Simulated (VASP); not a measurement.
# Sn (I4_1/amd) in VASP: single point with PBE

Aim: the single point of Sn with PBE.

Everything below comes from runs of VASP 6.6.1. Logs are shortened: lines on timing, memory, paths and dates and some standing lists are left out, and cuts for length are marked.

### 1 The cell of the first run

Symmetry: I4_1/amd, No. 141, tetragonal system. The conventional cell has a = 5.839 Å, b = 5.839 Å, c = 3.188 Å, α = 90.00°, β = 90.00°, γ = 90.00°. Sn (site symmetry -4m2) has 10 Sn at 3.03 to 3.77 Å within 4.0 Å.

### 2 Single point, PBE

Contents of INCAR:

```
  ALGO = Normal
  EDIFF = 1E-6
  ENCUT = 500
  GGA = PE
  GGA_COMPAT = F
  ISIF = 2
  ISMEAR = -1
  LASPH = T
  LCHARG = F
  LREAL = F
  LWAVE = F
  NBANDS = 21
  NELM = 120
  PREC = Accurate
  SIGMA = 0.1
```

Contents of KPOINTS:

```
k-points
0
Gamma
  5 5 5
```

Contents of POSCAR:

```
Sn
1.0
    4.4259280000      0.0000000000      0.0000000000
   -3.2780565630      2.9737491204      0.0000000000
   -0.5739358731     -1.4868749607      4.1289997731
Sn
2
Direct
    0.0000000000      0.0000000000      0.0000000000
    0.7500000000      0.2500000000      0.5000000000
```

Potentials or basis: VASP PAW PBE potentials, release 64 (Sn_d).

The run is started by

```sh
cat potpaw_PBE.64/Sn_d/POTCAR > POTCAR
mpirun -np 1 vasp_std > vasp.out
```

OUTCAR:

```text
EDIFF = 1E-6
   ENCUT = 500
   GGA = PE
   ISIF = 2
   ISMEAR = -1
   LASPH = T
   LREAL = F
   NELM = 120
   PREC = Accurate

 ion  position               nearest neighbor table
   1  0.000  0.000  0.000-   2 3.03   2 3.03   2 3.03   2 3.03
   2  0.750  0.250  0.500-   1 3.03   1 3.03   1 3.03   1 3.03

  LATTYP: Found a body centered tetragonal cell.
 ALAT       =     5.8392875953
 C/A-ratio  =     0.5458884798

  Lattice vectors:

 A1 = (   4.4259280000,   0.0000000000,   0.0000000000)
 A2 = (  -3.2780565630,   2.9737491204,   0.0000000000)
 A3 = (  -0.5739358731,  -1.4868749607,   4.1289997731)

Analysis of symmetry for initial positions (statically):
=====================================================================
 Subroutine PRICEL returns:
 Original cell was already a primitive cell.

 Routine SETGRP: Setting up the symmetry group for a
 body centered tetragonal supercell.

 Subroutine GETGRP returns: Found 16 space group operations
 (whereof  8 operations were pure point group operations)
 out of a pool of 16 trial point group operations.

The static configuration has the point symmetry D_2d.
 The point group associated with its full space group is D_4h.

Analysis of symmetry for dynamics (positions and initial velocities):
=====================================================================
 Subroutine PRICEL returns:
 Original cell was already a primitive cell.

 Routine SETGRP: Setting up the symmetry group for a
 body centered tetragonal supercell.

 Subroutine GETGRP returns: Found 16 space group operations
 (whereof  8 operations were pure point group operations)
 out of a pool of 16 trial point group operations.

The dynamic configuration has the point symmetry D_2d.
 The point group associated with its full space group is D_4h.

 Subroutine INISYM returns: Found 16 space group operations
 (whereof  8 operations are pure point group operations),
 and found     1 'primitive' translations

----------------------------------------------------------------------------------------

                                     Primitive cell

  volume of cell :      54.3442

  direct lattice vectors                    reciprocal lattice vectors
     4.425928000  0.000000000  0.000000000     0.225941317  0.249062172  0.121094735
    -3.278056563  2.973749120  0.000000000     0.000000000  0.336275846  0.121094735
    -0.573935873 -1.486874961  4.128999773     0.000000000  0.000000000  0.242189405

  length of vectors
     4.425928000  4.425928000  4.425928000     0.357414856  0.357414856  0.242189405

  position of ions in fractional coordinates (direct lattice)
     0.000000000  0.000000000  0.000000000
     0.750000000  0.250000000  0.500000000

  ion indices of the primitive-cell ions
   primitive index   ion index
                 1           1
                 2           2

----------------------------------------------------------------------------------------

 KPOINTS: k-points

Automatic generation of k-mesh.
 Grid dimensions read from file:
 generate k-points for:    5    5    5

 Generating k-lattice:

  Cartesian coordinates                     Fractional coordinates (reciprocal lattice)
     0.045188263  0.049812434  0.024218947     0.200000000  0.000000000  0.000000000
     0.000000000  0.067255169  0.024218947     0.000000000  0.200000000 -0.000000000
     0.000000000  0.000000000  0.048437881     0.000000000  0.000000000  0.200000000

  Length of vectors
     0.071482971  0.071482971  0.048437881

  Shift w.r.t. Gamma in fractional coordinates (k-lattice)
     0.000000000  0.000000000  0.000000000

 Subroutine IBZKPT returns following result:
 ===========================================

 Found     18 irreducible k-points:

 Following reciprocal coordinates:
            Coordinates               Weight
  0.000000  0.000000  0.000000      1.000000
  0.200000  0.000000  0.000000      8.000000
  0.400000 -0.000000  0.000000      8.000000
  0.200000  0.200000  0.000000      8.000000
  0.400000  0.200000  0.000000     16.000000
 -0.400000  0.200000 -0.000000     16.000000
[... 10 lines left out ...]
 -0.400000  0.400000  0.400000      4.000000
 -0.400000 -0.400000  0.400000      2.000000
   k-points           NKPTS =     18   k-points in BZ     NKDIM =     18   number of bands    NBANDS=     21
   number of dos      NEDOS =    301   number of ions     NIONS =      2
   total plane-waves  NPLWV =  32768
   dimension x,y,z NGX =    32 NGY =   32 NGZ =   32
   dimension x,y,z NGXF=    64 NGYF=   64 NGZF=   64
   ions per type =               2
   NGX,Y,Z   is equivalent  to a cutoff of  12.02, 12.02, 12.02 a.u.
   NGXF,Y,Z  is equivalent  to a cutoff of  24.04, 24.04, 24.04 a.u.
 SYSTEM =  unknown system
   PREC   = accura    normal or accurate (medium, high low for compatibility)
   ISTART =      0    job   : 0-new  1-cont  2-samecut
   ICHARG =      2    charge: 1-file 2-atom 10-const
   ISPIN  =      1    spin polarized calculation?
   LNONCOLLINEAR =      F non collinear calculations
   LSORBIT =      F    spin-orbit coupling
   LASPH  =      T    aspherical Exc in radial PAW
   ENCUT  =  500.0 eV  36.75 Ry    6.06 a.u.   8.07  8.07  8.07*2*pi/ulx,y,z
   NELM   =    120;   NELMIN=  2; NELMDL= -5     # of ELM steps
   EDIFF  = 0.1E-05   stopping-criterion for ELM
   LREAL  =      F    real-space projection
   EDIFFG = 0.1E-04   stopping-criterion for IOM
   NSW    =      0    number of steps for IOM
   IBRION =     -1    ionic relax: 0-MD 1-quasi-New 2-CG
   NFREE  =      0    steps in history (QN), initial steepest desc. (CG)
   ISIF   =      2    stress and relaxation
   ISYM   =      2    0-nonsym 1-usesym 2-fastsym
   POTIM  = 0.5000    time-step for ionic-motion
   TEBEG  =    0.0;   TEEND  =   0.0 temperature during run
   PSTRESS=    0.0 pullay stress
   NELECT =      28.0000    total number of electrons
   NUPDOWN=      -1.0000    fix difference up-down
   EMIN   =  10.00;   EMAX   =-10.00  energy-range for DOS
   EFERMI =   0.00;   METHOD = LEGACY
   ISMEAR =    -1;   SIGMA  =   0.10  broadening in eV -4-tet -1-fermi 0-gaus
   EFERMI_NEDOS =   21; number of points for ismear=-14 and -15
   IALGO  =     38    algorithm
   IMIX   =      4    mixing-type and parameters
     AMIX     =   0.40;   BMIX     =  1.00
     AMIX_MAG =   1.60;   BMIX_MAG =  1.00
  volume/ion in A,a.u.               =      27.17       183.37
  Fermi-wavevector in a.u.,A,eV,Ry     =   1.312431  2.480134 23.435681  1.722474
  Thomas-Fermi vector in A             =   2.442823
   LORBIT       =      0    0 simple, 1 ext, 2 COOP (PROOUT), +10 PAW based schemes
   GGA     = PE    functional components
   LHFCALC =     F    Hartree Fock is set to
   AEXX    =    0.0000 exact exchange contribution
   IVDW    =     0    specifies the selected vdW correction
   LEPSILON=     F    determine dielectric tensor
   LRPA    =     F    only Hartree local field effects (RPA)
 non-spin polarized calculation
  energy-cutoff  :      500.00
  volume of cell :       54.34
 maximum number of plane-waves:      1394
   NGX = 17   NGY = 17   NGZ = 17

 number of electron      27.9999983 magnetization

 Free energy of the ion-electron system (eV)
  ---------------------------------------------------
  ext. energy  EPLUGINS =         0.00000000
  ---------------------------------------------------
  free energy    TOTEN  =        -7.61398616 eV

  energy without entropy =       -7.57277449  energy(sigma->0) =       -7.59338033

 E-fermi :   7.9024     XC(G=0): -10.2975

 val. band max:        7.8614020257   @ k =   0.4000   0.4000   0.0000
 cond. band min:       7.9566919100   @ k =   0.2000   0.0000   0.0000
 fundamental gap:      0.0952898843
 Fermi energy:         7.9023675318

 k-point     1 :       0.0000    0.0000    0.0000
  band No.  band energies     occupation
      1     -13.6819      2.00000
      2     -13.6024      2.00000
      3     -13.5555      2.00000
      4     -13.5478      2.00000
      5     -13.3996      2.00000
      6     -13.3996      2.00000
[... 13 lines left out ...]
     20      17.8317      0.00000
     21      18.4857      0.00000

 k-point     2 :       0.2000    0.0000    0.0000
  band No.  band energies     occupation
      1     -13.6580      2.00000
      2     -13.5378      2.00000
      3     -13.5297      2.00000
      4     -13.4832      2.00000
      5     -13.4403      2.00000
      6     -13.4121      2.00000
[... 13 lines left out ...]
     20      15.6433      0.00000
     21      16.3895      0.00000

 k-point     3 :       0.4000   -0.0000    0.0000
  band No.  band energies     occupation
      1     -13.6171      2.00000
      2     -13.5206      2.00000
      3     -13.5155      2.00000
      4     -13.4899      2.00000
      5     -13.4576      2.00000
      6     -13.4407      2.00000
[... 13 lines left out ...]
     20      15.8045      0.00000
     21      18.2556      0.00000

 k-point     4 :       0.2000    0.2000    0.0000
  band No.  band energies     occupation
      1     -13.6324      2.00000
      2     -13.5223      2.00000
      3     -13.4964      2.00000
      4     -13.4720      2.00000
      5     -13.4611      2.00000
      6     -13.4487      2.00000
[... 13 lines left out ...]
     20      15.6022      0.00000
     21      15.9322      0.00000

 k-point     5 :       0.4000    0.2000    0.0000
  band No.  band energies     occupation
      1     -13.6052      2.00000
      2     -13.5403      2.00000
      3     -13.5131      2.00000
      4     -13.4689      2.00000
      5     -13.4608      2.00000
      6     -13.4145      2.00000
[... 13 lines left out ...]
     20      16.5026      0.00000
     21      16.9325      0.00000
[... 238 lines left out ...]
     20      17.8460      0.00000
     21      19.5258      0.00000

 k-point    16 :      -0.2000   -0.2000    0.2000
  band No.  band energies     occupation
      1     -13.6351      2.00000
      2     -13.5059      2.00000
      3     -13.4998      2.00000
      4     -13.4998      2.00000
      5     -13.4377      2.00000
      6     -13.4377      2.00000
[... 13 lines left out ...]
     20      17.7115      0.00000
     21      17.7115      0.00000

 k-point    17 :      -0.4000    0.4000    0.4000
  band No.  band energies     occupation
      1     -13.6155      2.00000
      2     -13.6115      2.00000
      3     -13.4733      2.00000
      4     -13.4225      2.00000
      5     -13.4151      2.00000
      6     -13.3997      2.00000
[... 13 lines left out ...]
     20      20.0590      0.00000
     21      20.3366      0.00000

 k-point    18 :      -0.4000   -0.4000    0.4000
  band No.  band energies     occupation
      1     -13.5774      2.00000
      2     -13.5572      2.00000
      3     -13.4349      2.00000
      4     -13.4346      2.00000
      5     -13.4346      2.00000
      6     -13.4077      2.00000
[... 13 lines left out ...]
     20      19.1722      0.00000
     21      19.3585      0.00000

------------------------ aborting loop because EDIFF is reached ----------------------------------------

  FORCE on cell =-STRESS in cart. coord.  units (eV):
  Direction    XX          YY          ZZ          XY          YZ          ZX
  --------------------------------------------------------------------------------------
  -------------------------------------------------------------------------------------
  Total        1.3655691     -0.0780918      1.6183311     -0.6548217     -0.0000002     -0.0000001
  in kB       40.2597175     -2.3023041     47.7116487    -19.3054592     -0.0000046     -0.0000018
  external PRESSURE =      28.5563540 kB  Pullay stress =       0.0000000 kB

 VOLUME and BASIS-vectors are now :
 -----------------------------------------------------------------------------
  energy-cutoff  :      500.00
  volume of cell :       54.34
      direct lattice vectors                 reciprocal lattice vectors
     4.425928000  0.000000000  0.000000000     0.225941317  0.249062172  0.121094735
    -3.278056563  2.973749120  0.000000000     0.000000000  0.336275846  0.121094735
    -0.573935873 -1.486874961  4.128999773     0.000000000  0.000000000  0.242189405

 POSITION                                       TOTAL-FORCE (eV/Angst)
 -----------------------------------------------------------------------------------
      0.00000      0.00000      0.00000        -0.000000     -0.000000     -0.000000
      2.21296     -0.00000      2.06450         0.000000      0.000000      0.000000
 -----------------------------------------------------------------------------------
    total drift:                               -0.000000      0.000000     -0.000000

  FREE ENERGIE OF THE ION-ELECTRON SYSTEM (eV)
  ---------------------------------------------------
  free  energy   TOTEN  =        -7.6139861635 eV

  energy  without entropy=       -7.5727744937  energy(sigma->0) =       -7.59338033
```

Run time: 22 s. Hardware: 1 thread of AMD EPYC 7R43 (Zen 3), shared host; peak memory 0.14 GiB.

What came out:

```
Free energy            : -7.6140 eV
Pressure               : 2.9 GPa
Band gap on the k mesh : zero (bands 14 and 15 overlap by 2.53 eV)
```

Levels at points of the mesh, in eV from the Fermi level:
| k point | band 12 | band 13 | band 14 | band 15 | band 16 | band 17 |
| --- | --- | --- | --- | --- | --- | --- |
| (0.00, 0.00, 0.00) | -3.56 | -1.91 | -1.91 | 3.04 | 6.30 | 6.30 |

Caveat: the k points lie up to 0.45 Å⁻¹ apart, too coarse for converged energies and pressures of a metal; spin-orbit coupling is left out, which moves the levels of the heavy elements.
